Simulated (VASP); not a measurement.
Wanted: the native input for a VASP 6.6.1 run.

* Task: single point
* Functional: PBE
* Potentials or basis: VASP PAW PBE potentials, release 64 (Zn)
* Cutoff: 520 eV
* k mesh: 24 × 24 × 10
* Occupations: gaussian, width 0.15 eV
* Spin: no spin polarisation
* Dipole correction: no
* Further INCAR settings: ALGO = Fast; EDIFF = 1e-06; NBANDS = 19

The structure of Zn lies in POSCAR:

```
Zn
1.0
    2.5582061311      0.0000000000      0.0000000000
   -1.2791030655      2.2154714976      0.0000000000
    0.0000000000      0.0000000000      4.5509640000
Zn
2
Direct
    0.3333333333      0.6666666667      0.2500000000
    0.6666666667      0.3333333333      0.7500000000
```

This cell differs from its parent crystal: strain -0.040 along x and y, -0.080 along z.

The input as run:

INCAR

```
PREC = Accurate ; ENCUT = 520
EDIFF = 1E-6 ; ISMEAR = 0
SIGMA = 0.15 ; LREAL = False
LASPH = True ; NELM = 100
ALGO = Fast ; ISIF = 2
LWAVE = False ; LCHARG = False
GGA = PE ; NBANDS = 19
```

KPOINTS

```
Automatic mesh
0
Gamma
  24 24 10
```

Potentials or basis: VASP PAW PBE potentials, release 64 (Zn).

Launch:

```bash
$ cat potpaw_PBE.64/Zn/POTCAR > POTCAR
$ mpirun -np 1 vasp_std > vasp.out
```

It gave:

| Item | Value |
| --- | --- |
| Pressure | 17.6 GPa |
| Band gap on the k mesh | zero (band 12 reaches 6.13 eV, above the bottom of band 13 at 2.06 eV) |

Caveat: the cell differs from its parent crystal (strain -0.040 along x and y, -0.080 along z).

It took 62 s on 1 thread of Intel(R) Xeon(R) 6975P-C (Granite Rapids) (shared host), peak memory 0.25 GiB.
